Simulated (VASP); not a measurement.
# SnO2 (R-3m) in VASP: notebook

Aim: see how the results for SnO2 move with the level of theory and the settings. Levels: LDA, PBEsol. Tasks: single point.

Program: VASP 6.6.1. These are calculated values, not measurements. Logs are shortened: lines on timing, memory, paths and dates and some standing lists are left out, and cuts for length are marked.

## (1) The cell of the first run

Symmetry: R-3m, No. 166, trigonal system. The conventional cell has a = 3.212 Å, b = 3.212 Å, c = 14.305 Å, α = 90.00°, β = 90.00°, γ = 120.00°. Within 2.8 Å of Sn (site symmetry -3m) lie 6 O at 2.11 Å. O (site symmetry 3m) has 3 Sn at 2.11 Å and 3 O at 2.74 Å within 2.8 Å.

## (2) Single point, LDA (14.21 Å³/atom)

Contents of INCAR:

```
PREC     = Accurate       # precision mode
ENCUT    = 520            # plane-wave cutoff, eV
EDIFF    = 1E-6           # SCF threshold, eV
ISMEAR   = -1             # smearing method
SIGMA    = 0.05           # smearing width, eV
LREAL    = F              # projectors in reciprocal space
LASPH    = T              # aspherical terms in the spheres
NELM     = 80             # most SCF steps
ALGO     = Normal         # electronic algorithm
ISIF     = 2              # what is computed and relaxed
LWAVE    = F              # write WAVECAR
LCHARG   = T              # write CHGCAR
GGA      = CA             # functional
LELF     = T              # ELF
LVHAR    = T            
NBANDS   = 20             # bands
```

Contents of KPOINTS:

```
regular mesh
0
Gamma
  10 10 10
```

Contents of POSCAR:

```
SnO2
1.0
    1.6062397745      0.9273629662      4.7683728710
   -1.6062397745      0.9273629662      4.7683728710
    0.0000000000     -1.8547259325      4.7683728710
Sn O
1 2
Direct
    0.5000000000      0.5000000000      0.5000000000
    0.7628300000      0.7628300000      0.7628300000
    0.2371700000      0.2371700000      0.2371700000
```

Potentials or basis: VASP PAW LDA potentials, release 64 (Sn_d, O).

Launch:

```console
cat potpaw_LDA.64/Sn_d/POTCAR potpaw_LDA.64/O/POTCAR > POTCAR
mpirun -np 1 vasp_std > vasp.out
```

OUTCAR:

```text
PREC = Accurate
   ENCUT = 520
   EDIFF = 1E-6
   ISMEAR = -1
   LREAL = F
   LASPH = T
   NELM = 80
   ISIF = 2
   GGA = CA

 ion  position               nearest neighbor table
   1  0.500  0.500  0.500-   3 2.11   3 2.11   2 2.11   2 2.11   3 2.11   2 2.11
   2  0.763  0.763  0.763-   1 2.11   1 2.11   1 2.11
   3  0.237  0.237  0.237-   1 2.11   1 2.11   1 2.11

  LATTYP: Found a trigonal (rhomboedric) cell.
 ALAT       =     5.1163842820
 COS(alpha) =     0.8028828391

  Lattice vectors:

 A1 = (   1.6062397745,   0.9273629662,   4.7683728710)
 A2 = (  -1.6062397745,   0.9273629662,   4.7683728710)
 A3 = (   0.0000000000,  -1.8547259325,   4.7683728710)

Analysis of symmetry for initial positions (statically):
=====================================================================
 Subroutine PRICEL returns:
 Original cell was already a primitive cell.

 Routine SETGRP: Setting up the symmetry group for a
 trigonal (rhombohedral) supercell.

 Subroutine GETGRP returns: Found 12 space group operations
 (whereof 12 operations were pure point group operations)
 out of a pool of 12 trial point group operations.

The static configuration has the point symmetry D_3d.

Analysis of symmetry for dynamics (positions and initial velocities):
=====================================================================
 Subroutine PRICEL returns:
 Original cell was already a primitive cell.

 Routine SETGRP: Setting up the symmetry group for a
 trigonal (rhombohedral) supercell.

 Subroutine GETGRP returns: Found 12 space group operations
 (whereof 12 operations were pure point group operations)
 out of a pool of 12 trial point group operations.

The dynamic configuration has the point symmetry D_3d.

 Subroutine INISYM returns: Found 12 space group operations
 (whereof 12 operations are pure point group operations),
 and found     1 'primitive' translations

----------------------------------------------------------------------------------------

                                     Primitive cell

  volume of cell :      42.6169

  direct lattice vectors                    reciprocal lattice vectors
     1.606239775  0.927362966  4.768372871     0.311286028  0.179721072  0.069905048
    -1.606239775  0.927362966  4.768372871    -0.311286028  0.179721072  0.069905048
     0.000000000 -1.854725933  4.768372871     0.000000000 -0.359442145  0.069905048

  length of vectors
     5.116384282  5.116384282  5.116384282     0.366176694  0.366176694  0.366176694

  position of ions in fractional coordinates (direct lattice)
     0.500000000  0.500000000  0.500000000
     0.762830000  0.762830000  0.762830000
     0.237170000  0.237170000  0.237170000

  ion indices of the primitive-cell ions
   primitive index   ion index
                 1           1
                 2           2
                 3           3

----------------------------------------------------------------------------------------

 KPOINTS: regular mesh

Automatic generation of k-mesh.
 Grid dimensions read from file:
 generate k-points for:   10   10   10

 Generating k-lattice:

  Cartesian coordinates                     Fractional coordinates (reciprocal lattice)
     0.031128603  0.017972107  0.006990505     0.100000000  0.000000000  0.000000000
    -0.031128603  0.017972107  0.006990505     0.000000000  0.100000000  0.000000000
     0.000000000 -0.035944214  0.006990505     0.000000000  0.000000000  0.100000000

  Length of vectors
     0.036617669  0.036617669  0.036617669

  Shift w.r.t. Gamma in fractional coordinates (k-lattice)
     0.000000000  0.000000000  0.000000000

 Subroutine IBZKPT returns following result:
 ===========================================

 Found    116 irreducible k-points:

 Following reciprocal coordinates:
            Coordinates               Weight
  0.000000  0.000000  0.000000      1.000000
  0.100000  0.000000  0.000000      6.000000
  0.200000  0.000000  0.000000      6.000000
  0.300000  0.000000  0.000000      6.000000
  0.400000  0.000000  0.000000      6.000000
  0.500000  0.000000  0.000000      3.000000
[... 16 lines left out ...]
  0.300000  0.300000  0.000000      6.000000
  0.400000  0.300000  0.000000     12.000000
 [... further k-points ...]
   k-points           NKPTS =    116   k-points in BZ     NKDIM =    116   number of bands    NBANDS=     20
   number of dos      NEDOS =    301   number of ions     NIONS =      3
   total plane-waves  NPLWV =  64000
   dimension x,y,z NGX =    40 NGY =   40 NGZ =   40
   dimension x,y,z NGXF=    80 NGYF=   80 NGZF=   80
   ions per type =               1   2
   NGX,Y,Z   is equivalent  to a cutoff of  13.00, 13.00, 13.00 a.u.
   NGXF,Y,Z  is equivalent  to a cutoff of  25.99, 25.99, 25.99 a.u.
 SYSTEM =  unknown system
   PREC   = accura    normal or accurate (medium, high low for compatibility)
   ISTART =      0    job   : 0-new  1-cont  2-samecut
   ICHARG =      2    charge: 1-file 2-atom 10-const
   ISPIN  =      1    spin polarized calculation?
   LNONCOLLINEAR =      F non collinear calculations
   LSORBIT =      F    spin-orbit coupling
   LASPH  =      T    aspherical Exc in radial PAW
   ENCUT  =  520.0 eV  38.22 Ry    6.18 a.u.   9.51  9.51  9.51*2*pi/ulx,y,z
   NELM   =     80;   NELMIN=  2; NELMDL= -5     # of ELM steps
   EDIFF  = 0.1E-05   stopping-criterion for ELM
   LREAL  =      F    real-space projection
   EDIFFG = 0.1E-04   stopping-criterion for IOM
   NSW    =      0    number of steps for IOM
   IBRION =     -1    ionic relax: 0-MD 1-quasi-New 2-CG
   NFREE  =      0    steps in history (QN), initial steepest desc. (CG)
   ISIF   =      2    stress and relaxation
   ISYM   =      2    0-nonsym 1-usesym 2-fastsym
   POTIM  = 0.5000    time-step for ionic-motion
   TEBEG  =    0.0;   TEEND  =   0.0 temperature during run
   PSTRESS=    0.0 pullay stress
   NELECT =      26.0000    total number of electrons
   NUPDOWN=      -1.0000    fix difference up-down
   EMIN   =  10.00;   EMAX   =-10.00  energy-range for DOS
   EFERMI =   0.00;   METHOD = LEGACY
   ISMEAR =    -1;   SIGMA  =   0.05  broadening in eV -4-tet -1-fermi 0-gaus
   EFERMI_NEDOS =   21; number of points for ismear=-14 and -15
   IALGO  =     38    algorithm
   IMIX   =      4    mixing-type and parameters
     AMIX     =   0.40;   BMIX     =  1.00
     AMIX_MAG =   1.60;   BMIX_MAG =  1.00
  volume/ion in A,a.u.               =      14.21        95.86
  Fermi-wavevector in a.u.,A,eV,Ry     =   1.388477  2.623841 26.230249  1.927869
  Thomas-Fermi vector in A             =   2.512600
   LORBIT       =      0    0 simple, 1 ext, 2 COOP (PROOUT), +10 PAW based schemes
   GGA     = CA    functional components
   LHFCALC =     F    Hartree Fock is set to
   AEXX    =    0.0000 exact exchange contribution
   IVDW    =     0    specifies the selected vdW correction
   LEPSILON=     F    determine dielectric tensor
   LRPA    =     F    only Hartree local field effects (RPA)
 non-spin polarized calculation
  energy-cutoff  :      520.00
  volume of cell :       42.62
 maximum number of plane-waves:      1161
 NGX is ok and might be reduce to    40
   NGX = 19   NGY = 19   NGZ = 19

 number of electron      26.0000006 magnetization

 Free energy of the ion-electron system (eV)
  ---------------------------------------------------
  ext. energy  EPLUGINS =         0.00000000
  ---------------------------------------------------
  free energy    TOTEN  =       -20.47472662 eV

  energy without entropy =      -20.47472662  energy(sigma->0) =      -20.47472662

 E-fermi :   4.2676     XC(G=0): -10.6616

 val. band max:        3.1910420239   @ k =  -0.2000   0.2000   0.0000
 cond. band min:       5.0877195626   @ k =   0.0000   0.0000   0.0000
 fundamental gap:      1.8966775387
 Fermi energy:         4.2675892964

 k-point     1 :       0.0000    0.0000    0.0000
  band No.  band energies     occupation
      1     -16.7131      2.00000
      2     -16.4998      2.00000
      3     -16.4998      2.00000
      4     -16.2814      2.00000
      5     -16.2814      2.00000
      6     -14.6379      2.00000
[... 12 lines left out ...]
     19      20.2191      0.00000
     20      20.2802      0.00000

 k-point     2 :       0.1000    0.0000    0.0000
  band No.  band energies     occupation
      1     -16.6759      2.00000
      2     -16.5729      2.00000
      3     -16.4771      2.00000
      4     -16.3041      2.00000
      5     -16.2822      2.00000
      6     -14.5645      2.00000
[... 12 lines left out ...]
     19      18.3328      0.00000
     20      20.3247      0.00000

 k-point     3 :       0.2000    0.0000    0.0000
  band No.  band energies     occupation
      1     -16.8191      2.00000
      2     -16.5324      2.00000
      3     -16.4258      2.00000
      4     -16.3376      2.00000
      5     -16.2751      2.00000
      6     -14.3315      2.00000
[... 12 lines left out ...]
     19      16.8856      0.00000
     20      20.5401      0.00000

 k-point     4 :       0.3000    0.0000    0.0000
  band No.  band energies     occupation
      1     -17.0609      2.00000
      2     -16.4418      2.00000
      3     -16.3922      2.00000
      4     -16.3342      2.00000
      5     -16.2347      2.00000
      6     -13.9517      2.00000
[... 12 lines left out ...]
     19      16.0286      0.00000
     20      19.0258      0.00000

 k-point     5 :       0.4000    0.0000    0.0000
  band No.  band energies     occupation
      1     -17.2384      2.00000
      2     -16.4396      2.00000
      3     -16.3880      2.00000
      4     -16.2697      2.00000
      5     -16.1773      2.00000
      6     -13.5429      2.00000
[... 12 lines left out ...]
     19      15.8025      0.00000
     20      17.3825      0.00000

 k-point     6 :       0.5000    0.0000    0.0000
  band No.  band energies     occupation
      1     -17.3023      2.00000
      2     -16.4461      2.00000
      3     -16.3893      2.00000
      4     -16.2404      2.00000
      5     -16.1521      2.00000
      6     -13.3509      2.00000
[... 12 lines left out ...]
     19      16.1948      0.00000
     20      16.4015      0.00000

 k-point     7 :       0.1000    0.1000    0.0000
  band No.  band energies     occupation
      1     -16.6758      2.00000
      2     -16.5729      2.00000
      3     -16.4771      2.00000
      4     -16.3042      2.00000
      5     -16.2821      2.00000
      6     -14.5619      2.00000
[... 12 lines left out ...]
     19      18.2663      0.00000
     20      20.3721      0.00000
[... 277 lines left out ...]
 k-point    20 :      -0.4000    0.2000    0.0000
  band No.  band energies     occupation
      1     -17.1434      2.00000
      2     -16.6531      2.00000
      3     -16.3870      2.00000
      4     -16.2545      2.00000
      5     -16.2427      2.00000
      6     -12.7997      2.00000
[... 12 lines left out ...]
     19      16.2606      0.00000
     20      17.4777      0.00000

 k-point    21 :      -0.3000    0.2000    0.0000
  band No.  band energies     occupation
      1     -17.1110      2.00000
      2     -16.6402      2.00000
      3     -16.3795      2.00000
      4     -16.3076      2.00000
      5     -16.2081      2.00000
      6     -13.0940      2.00000
[... 12 lines left out ...]
     19      16.4640      0.00000
     20      17.1800      0.00000

 k-point    22 :      -0.2000    0.2000    0.0000
  band No.  band energies     occupation
      1     -17.0307      2.00000
      2     -16.6023      2.00000
      3     -16.3654      2.00000
      4     -16.3497      2.00000
      5     -16.2096      2.00000
      6     -13.6237      2.00000
[... 12 lines left out ...]
     19      16.6037      0.00000
     20      17.9079      0.00000

 k-point    23 :       0.3000    0.3000    0.0000
  band No.  band energies     occupation
      1     -17.0593      2.00000
      2     -16.4409      2.00000
      3     -16.3917      2.00000
      4     -16.3347      2.00000
      5     -16.2346      2.00000
      6     -13.9537      2.00000
[... 12 lines left out ...]
     19      15.6807      0.00000
     20      21.1170      0.00000

 k-point    24 :       0.4000    0.3000    0.0000
  band No.  band energies     occupation
      1     -17.1293      2.00000
      2     -16.4892      2.00000
      3     -16.4014      2.00000
      4     -16.3086      2.00000
      5     -16.2025      2.00000
      6     -13.6221      2.00000
[... 12 lines left out ...]
     19      16.2000      0.00000
     20      19.9812      0.00000

 [... further k-points ...]

------------------------ aborting loop because EDIFF is reached ----------------------------------------

  FORCE on cell =-STRESS in cart. coord.  units (eV):
  Direction    XX          YY          ZZ          XY          YZ          ZX
  --------------------------------------------------------------------------------------
  -------------------------------------------------------------------------------------
  Total       -1.5520797     -1.5520797     -1.5018867      0.0000000      0.0000000     -0.0000000
  in kB      -58.3502911    -58.3502911    -56.4632905      0.0000000      0.0000000     -0.0000000
  external PRESSURE =     -57.7212909 kB  Pullay stress =       0.0000000 kB

 VOLUME and BASIS-vectors are now :
 -----------------------------------------------------------------------------
  energy-cutoff  :      520.00
  volume of cell :       42.62
      direct lattice vectors                 reciprocal lattice vectors
     1.606239775  0.927362966  4.768372871     0.311286028  0.179721072  0.069905048
    -1.606239775  0.927362966  4.768372871    -0.311286028  0.179721072  0.069905048
     0.000000000 -1.854725933  4.768372871     0.000000000 -0.359442145  0.069905048

 POSITION                                       TOTAL-FORCE (eV/Angst)
 -----------------------------------------------------------------------------------
      0.00000     -0.00000      7.15256        -0.000000     -0.000000     -0.000000
      0.00000     -0.00000     10.91237         0.000000     -0.000000      0.410957
      0.00000     -0.00000      3.39274         0.000000      0.000000     -0.410957
 -----------------------------------------------------------------------------------
    total drift:                                0.000000      0.000000      0.000000

  FREE ENERGIE OF THE ION-ELECTRON SYSTEM (eV)
  ---------------------------------------------------
  free  energy   TOTEN  =       -20.4747266201 eV

  energy  without entropy=      -20.4747266198  energy(sigma->0) =      -20.47472662
```

Wall time 4.9 min (1 thread of Intel Xeon 8259CL, shared host); peak memory 0.26 GiB.

Results:

```yaml
Free_energy: -20.4747 eV
Pressure: -5.8 GPa
Largest_force: 0.411 eV/Å
Band_gap_on_the_k_mesh: 1.90 eV (least direct gap 2.04 eV)
```

Forces in eV/Å, atoms in the order of the input:
```
Sn   0.000  0.000  0.000
O    0.000  0.000  0.411
O    0.000  0.000 -0.411
```

Stress tensor (GPa, compression positive):
```
-5.84  0.00  0.00
 0.00 -5.84  0.00
 0.00  0.00 -5.65
```

Caveat: the cell stands under tension; spin-orbit coupling is left out, which moves the levels of the heavy elements.

[end of part 1 of 2]
